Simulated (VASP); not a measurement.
# Ho2Sb2N (C222) in VASP: single point with PBE

Aim: the single point of Ho2Sb2N with PBE.

Everything below comes from runs of VASP 6.6.1. Logs are shortened: lines on timing, memory, paths and dates and some standing lists are left out, and cuts for length are marked.

## (1) The cell of the first run

Symmetry: C222, No. 21, orthorhombic system. The conventional cell has a = 5.853 Å, b = 5.910 Å, c = 7.638 Å, α = 90.00°, β = 90.00°, γ = 90.00°. Within 3.0 Å of Ho (site symmetry 2) lie 2 N at 2.30 Å. Within 3.8 Å of Sb (site symmetry 2) lie 4 Sb at 2.86 to 3.05 Å and 2 Ho at 3.19 Å. Within 3.0 Å of N (site symmetry 222) lie 4 Ho at 2.30 Å.

The cell was generated, and may not be a known phase.

## (2) Single point, PBE

INCAR

```
SYSTEM = Ho2Sb2N
PREC = Accurate ; ENCUT = 600
EDIFF = 1E-6 ; ISMEAR = 0
SIGMA = 0.2 ; LREAL = .False.
LASPH = .True. ; NELM = 200
ALGO = Normal ; ISIF = 2
LWAVE = .False. ; LCHARG = .True.
GGA = PE ; LELF = .True.
LVHAR = .True. ; NBANDS = 24
GGA_COMPAT = .False. ; LMAXMIX = 6
```

KPOINTS

```
Automatic mesh
0
Gamma
  4 4 3
  0 0 0
```

POSCAR

```
Ho2Sb2N
1.0
    2.9265320858     -2.9549114817      0.0000000000
    2.9265320858      2.9549114817      0.0000000000
    0.0000000000      0.0000000000      7.6376987149
Ho Sb N
2 2 1
Direct
    0.0000000000      0.5000000000      0.6288623690
    0.5000000000      0.0000000000      0.3711376310
    0.7581884196      0.2418115804      0.0000000000
    0.2418115804      0.7581884196      0.0000000000
    0.0000000000      0.0000000000      0.5000000000
```

Potentials or basis: VASP PAW PBE potentials, release 64 (Ho_3, Sb, N), 4f in core.

Started as:

```
cat potpaw_PBE.64/Ho_3/POTCAR potpaw_PBE.64/Sb/POTCAR potpaw_PBE.64/N/POTCAR > POTCAR
mpirun -np 1 vasp_std > vasp.out
```

OUTCAR:

```text
SYSTEM = Ho2Sb2N
   PREC = Accurate
   ENCUT = 600
   EDIFF = 1E-6
   ISMEAR = 0
   LREAL = .False.
   LASPH = .True.
   NELM = 200
   ISIF = 2
   GGA = PE

 ion  position               nearest neighbor table
   1  0.000  0.500  0.629-   5 2.30   5 2.30   3 3.19   4 3.19   2 3.53   2 3.53   2 3.55   2 3.55

   2  0.500  0.000  0.371-   5 2.30   5 2.30   3 3.19   4 3.19   1 3.53   1 3.53   1 3.55   1 3.55

   3  0.758  0.242  0.000-   4 2.86   4 2.93   4 2.93   4 3.05   2 3.19   1 3.19
   4  0.242  0.758  0.000-   3 2.86   3 2.93   3 2.93   3 3.05   1 3.19   2 3.19
   5  0.000  0.000  0.500-   1 2.30   2 2.30   1 2.30   2 2.30

  LATTYP: Found a base centered orthorhombic cell.
 ALAT       =     5.8530641716
 B/A-ratio  =     1.0096972782
 C/A-ratio  =     1.3049060272

  Lattice vectors:

 A1 = (   2.9265320858,  -2.9549114817,   0.0000000000)
 A2 = (   2.9265320858,   2.9549114817,   0.0000000000)
 A3 = (   0.0000000000,   0.0000000000,   7.6376987149)

Analysis of symmetry for initial positions (statically):
=====================================================================
 Subroutine PRICEL returns:
 Original cell was already a primitive cell.

 Routine SETGRP: Setting up the symmetry group for a
 base centered orthorhombic supercell.

 Subroutine GETGRP returns: Found  4 space group operations
 (whereof  4 operations were pure point group operations)
 out of a pool of  8 trial point group operations.

The static configuration has the point symmetry D_2 .

Analysis of symmetry for dynamics (positions and initial velocities):
=====================================================================
 Subroutine PRICEL returns:
 Original cell was already a primitive cell.

 Routine SETGRP: Setting up the symmetry group for a
 base centered orthorhombic supercell.

 Subroutine GETGRP returns: Found  4 space group operations
 (whereof  4 operations were pure point group operations)
 out of a pool of  8 trial point group operations.

The dynamic configuration has the point symmetry D_2 .

 Subroutine INISYM returns: Found  4 space group operations
 (whereof  4 operations are pure point group operations),
 and found     1 'primitive' translations

----------------------------------------------------------------------------------------

                                     Primitive cell

  volume of cell :     132.0962

  direct lattice vectors                    reciprocal lattice vectors
     2.926532086 -2.954911482  0.000000000     0.170850681 -0.169209806  0.000000000
     2.926532086  2.954911482  0.000000000     0.170850681  0.169209806  0.000000000
     0.000000000  0.000000000  7.637698715     0.000000000  0.000000000  0.130929490

  length of vectors
     4.158857044  4.158857044  7.637698715     0.240461876  0.240461876  0.130929490

  position of ions in fractional coordinates (direct lattice)
     0.000000000  0.500000000  0.628862369
     0.500000000  0.000000000  0.371137631
     0.758188420  0.241811580  0.000000000
     0.241811580  0.758188420  0.000000000
     0.000000000  0.000000000  0.500000000

  ion indices of the primitive-cell ions
   primitive index   ion index
                 1           1
                 2           2
                 3           3
                 4           4
                 5           5

----------------------------------------------------------------------------------------

 KPOINTS: Automatic mesh

Automatic generation of k-mesh.
 Grid dimensions read from file:
 generate k-points for:    4    4    3

 Generating k-lattice:

  Cartesian coordinates                     Fractional coordinates (reciprocal lattice)
     0.042712670 -0.042302452  0.000000000     0.250000000  0.000000000  0.000000000
     0.042712670  0.042302452  0.000000000     0.000000000  0.250000000  0.000000000
     0.000000000  0.000000000  0.043643163     0.000000000  0.000000000  0.333333333

  Length of vectors
     0.060115469  0.060115469  0.043643163

  Shift w.r.t. Gamma in fractional coordinates (k-lattice)
     0.000000000  0.000000000  0.000000000

 Subroutine IBZKPT returns following result:
 ===========================================

 Found     14 irreducible k-points:

 Following reciprocal coordinates:
            Coordinates               Weight
  0.000000  0.000000  0.000000      1.000000
  0.250000  0.000000  0.000000      4.000000
  0.500000  0.000000  0.000000      2.000000
  0.250000  0.250000  0.000000      2.000000
  0.500000  0.250000  0.000000      4.000000
 -0.250000  0.250000  0.000000      2.000000
  0.500000  0.500000  0.000000      1.000000
  0.000000  0.000000  0.333333      2.000000
  0.250000  0.000000  0.333333      8.000000
  0.500000  0.000000  0.333333      4.000000
  0.250000  0.250000  0.333333      4.000000
  0.500000  0.250000  0.333333      8.000000
 -0.250000  0.250000  0.333333      4.000000
  0.500000  0.500000  0.333333      2.000000
   k-points           NKPTS =     14   k-points in BZ     NKDIM =     14   number of bands    NBANDS=     24
   number of dos      NEDOS =    301   number of ions     NIONS =      5
   total plane-waves  NPLWV =  82944
   dimension x,y,z NGX =    36 NGY =   36 NGZ =   64
   dimension x,y,z NGXF=    72 NGYF=   72 NGZF=  128
   ions per type =               2   2   1
   NGX,Y,Z   is equivalent  to a cutoff of  14.39, 14.39, 13.93 a.u.
   NGXF,Y,Z  is equivalent  to a cutoff of  28.78, 28.78, 27.86 a.u.
 SYSTEM =  Ho2Sb2N
   PREC   = accura    normal or accurate (medium, high low for compatibility)
   ISTART =      0    job   : 0-new  1-cont  2-samecut
   ICHARG =      2    charge: 1-file 2-atom 10-const
   ISPIN  =      1    spin polarized calculation?
   LNONCOLLINEAR =      F non collinear calculations
   LSORBIT =      F    spin-orbit coupling
   LASPH  =      T    aspherical Exc in radial PAW
   ENCUT  =  600.0 eV  44.10 Ry    6.64 a.u.   8.31  8.31 15.25*2*pi/ulx,y,z
   NELM   =    200;   NELMIN=  2; NELMDL= -5     # of ELM steps
   EDIFF  = 0.1E-05   stopping-criterion for ELM
   LREAL  =      F    real-space projection
   EDIFFG = 0.1E-04   stopping-criterion for IOM
   NSW    =      0    number of steps for IOM
   IBRION =     -1    ionic relax: 0-MD 1-quasi-New 2-CG
   NFREE  =      0    steps in history (QN), initial steepest desc. (CG)
   ISIF   =      2    stress and relaxation
   ISYM   =      2    0-nonsym 1-usesym 2-fastsym
   POTIM  = 0.5000    time-step for ionic-motion
   TEBEG  =    0.0;   TEEND  =   0.0 temperature during run
   PSTRESS=    0.0 pullay stress
   NELECT =      33.0000    total number of electrons
   NUPDOWN=      -1.0000    fix difference up-down
   EMIN   =  10.00;   EMAX   =-10.00  energy-range for DOS
   EFERMI =   0.00;   METHOD = LEGACY
   ISMEAR =     0;   SIGMA  =   0.20  broadening in eV -4-tet -1-fermi 0-gaus
   EFERMI_NEDOS =   21; number of points for ismear=-14 and -15
   IALGO  =     38    algorithm
   IMIX   =      4    mixing-type and parameters
     AMIX     =   0.40;   BMIX     =  1.00
     AMIX_MAG =   1.60;   BMIX_MAG =  1.00
  volume/ion in A,a.u.               =      26.42       178.29
  Fermi-wavevector in a.u.,A,eV,Ry     =   1.031057  1.948415 14.464064  1.063079
  Thomas-Fermi vector in A             =   2.165186
   LORBIT       =      0    0 simple, 1 ext, 2 COOP (PROOUT), +10 PAW based schemes
   GGA     = PE    functional components
   LHFCALC =     F    Hartree Fock is set to
   AEXX    =    0.0000 exact exchange contribution
   IVDW    =     0    specifies the selected vdW correction
   LEPSILON=     F    determine dielectric tensor
   LRPA    =     F    only Hartree local field effects (RPA)
 non-spin polarized calculation
 Gauss-broadening in eV      SIGMA  =   0.20
  energy-cutoff  :      600.00
  volume of cell :      132.10
 maximum number of plane-waves:      4439
 NGX is ok and might be reduce to    36
   NGX = 17   NGY = 17   NGZ = 31

 number of electron      33.0000000 magnetization

 Free energy of the ion-electron system (eV)
  ---------------------------------------------------
  ext. energy  EPLUGINS =         0.00000000
  ---------------------------------------------------
  free energy    TOTEN  =       -28.95488909 eV

  energy without entropy =      -28.90983828  energy(sigma->0) =      -28.93236369

 E-fermi :   4.6474     XC(G=0):  -9.5942

 val. band max:        4.6371966472   @ k =   0.2500   0.2500   0.0000
 cond. band min:       4.7351048277   @ k =   0.5000   0.2500   0.3333
 fundamental gap:      0.0979081806
 Fermi energy:         4.6473541403

 k-point     1 :       0.0000    0.0000    0.0000
  band No.  band energies     occupation
      1     -19.3760      2.00000
      2     -19.2945      2.00000
      3     -19.2716      2.00000
      4     -19.1644      2.00000
      5     -18.9856      2.00000
      6     -18.9484      2.00000
[... 16 lines left out ...]
     23       8.6315      0.00000
     24       9.5452      0.00000

 k-point     2 :       0.2500    0.0000    0.0000
  band No.  band energies     occupation
      1     -19.3860      2.00000
      2     -19.3428      2.00000
      3     -19.2625      2.00000
      4     -19.1552      2.00000
      5     -19.0102      2.00000
      6     -18.9744      2.00000
[... 16 lines left out ...]
     23       8.3865      0.00000
     24       9.0298      0.00000

 k-point     3 :       0.5000    0.0000    0.0000
  band No.  band energies     occupation
      1     -19.4033      2.00000
      2     -19.3922      2.00000
      3     -19.2418      2.00000
      4     -19.1585      2.00000
      5     -19.0276      2.00000
      6     -18.9960      2.00000
[... 16 lines left out ...]
     23       8.5410      0.00000
     24       8.5776      0.00000

 k-point     4 :       0.2500    0.2500    0.0000
  band No.  band energies     occupation
      1     -19.3858      2.00000
      2     -19.3554      2.00000
      3     -19.2870      2.00000
      4     -19.1545      2.00000
      5     -19.0958      2.00000
      6     -18.9412      2.00000
[... 16 lines left out ...]
     23       8.2934      0.00000
     24       8.7220      0.00000

 k-point     5 :       0.5000    0.2500    0.0000
  band No.  band energies     occupation
      1     -19.4110      2.00000
      2     -19.3758      2.00000
      3     -19.2605      2.00000
      4     -19.1728      2.00000
      5     -19.1590      2.00000
      6     -18.9270      2.00000
[... 16 lines left out ...]
     23       8.2214      0.00000
     24       8.9580      0.00000

 k-point     6 :      -0.2500    0.2500    0.0000
  band No.  band energies     occupation
      1     -19.3980      2.00000
      2     -19.3225      2.00000
      3     -19.2963      2.00000
      4     -19.1494      2.00000
      5     -19.1261      2.00000
      6     -18.9273      2.00000
[... 16 lines left out ...]
     23       8.3687      0.00000
     24       8.9029      0.00000
[... 109 lines left out ...]
 k-point    11 :       0.2500    0.2500    0.3333
  band No.  band energies     occupation
      1     -19.3856      2.00000
      2     -19.3552      2.00000
      3     -19.2876      2.00000
      4     -19.1548      2.00000
      5     -19.0954      2.00000
      6     -18.9413      2.00000
[... 16 lines left out ...]
     23       8.3259      0.00000
     24       8.6654      0.00000

 k-point    12 :       0.5000    0.2500    0.3333
  band No.  band energies     occupation
      1     -19.4112      2.00000
      2     -19.3759      2.00000
      3     -19.2606      2.00000
      4     -19.1728      2.00000
      5     -19.1588      2.00000
      6     -18.9270      2.00000
[... 16 lines left out ...]
     23       8.4656      0.00000
     24       8.9372      0.00000

 k-point    13 :      -0.2500    0.2500    0.3333
  band No.  band energies     occupation
      1     -19.3982      2.00000
      2     -19.3225      2.00000
      3     -19.2968      2.00000
      4     -19.1494      2.00000
      5     -19.1258      2.00000
      6     -18.9272      2.00000
[... 16 lines left out ...]
     23       8.4252      0.00000
     24       9.0660      0.00000

 k-point    14 :       0.5000    0.5000    0.3333
  band No.  band energies     occupation
      1     -19.4310      2.00000
      2     -19.3730      2.00000
      3     -19.2476      2.00000
      4     -19.2415      2.00000
      5     -19.1843      2.00000
      6     -18.9135      2.00000
[... 16 lines left out ...]
     23       8.1522      0.00000
     24       9.0696      0.00000

------------------------ aborting loop because EDIFF is reached ----------------------------------------

  FORCE on cell =-STRESS in cart. coord.  units (eV):
  Direction    XX          YY          ZZ          XY          YZ          ZX
  --------------------------------------------------------------------------------------
  -------------------------------------------------------------------------------------
  Total        0.4022167      0.1922695      0.2207097      0.0000000      0.0000000      0.0000000
  in kB        4.8784339      2.3320110      2.6769594      0.0000000      0.0000000      0.0000000
  external PRESSURE =       3.2958014 kB  Pullay stress =       0.0000000 kB

 VOLUME and BASIS-vectors are now :
 -----------------------------------------------------------------------------
  energy-cutoff  :      600.00
  volume of cell :      132.10
      direct lattice vectors                 reciprocal lattice vectors
     2.926532086 -2.954911482  0.000000000     0.170850681 -0.169209806  0.000000000
     2.926532086  2.954911482  0.000000000     0.170850681  0.169209806  0.000000000
     0.000000000  0.000000000  7.637698715     0.000000000  0.000000000  0.130929490

 POSITION                                       TOTAL-FORCE (eV/Angst)
 -----------------------------------------------------------------------------------
      1.46327      1.47746      4.80306         0.000000      0.000000      0.054369
      1.46327     -1.47746      2.83464         0.000000      0.000000     -0.054369
      2.92653     -1.52585      0.00000        -0.000000     -0.007162      0.000000
      2.92653      1.52585      0.00000        -0.000000      0.007162      0.000000
      0.00000      0.00000      3.81885        -0.000000      0.000000      0.000000
 -----------------------------------------------------------------------------------
    total drift:                               -0.000000      0.000000     -0.000000

  FREE ENERGIE OF THE ION-ELECTRON SYSTEM (eV)
  ---------------------------------------------------
  free  energy   TOTEN  =       -28.9548890939 eV

  energy  without entropy=      -28.9098382787  energy(sigma->0) =      -28.93236369
```

It took 55 s on 1 thread of Intel Xeon Platinum 8488C (Sapphire Rapids), shared host; peak memory 0.29 GiB.

What came out:

| Property | Result |
| --- | --- |
| Free energy | -28.9549 eV |
| Pressure | 0.3 GPa |
| Largest force | 0.054 eV/Å |
| Band gap on the k mesh | zero (an odd number of electrons rules out a gap without spin polarisation) |

Forces in eV/Å, atoms in the order of the input:
```
Ho   0.000  0.000  0.054
Ho   0.000  0.000 -0.054
Sb   0.000 -0.007  0.000
Sb   0.000  0.007  0.000
N    0.000  0.000  0.000
```

Caveat: the k points lie up to 0.38 Å⁻¹ apart, too coarse for converged energies and pressures of a metal; spin-orbit coupling is left out, which moves the levels of the heavy elements; the 4f electrons are frozen in the core, so they carry no moment and show no levels; the run has no spin polarisation, though such a crystal can be magnetic.

The gap in the log of VASP goes by the Fermi energy; the results here count the filled bands.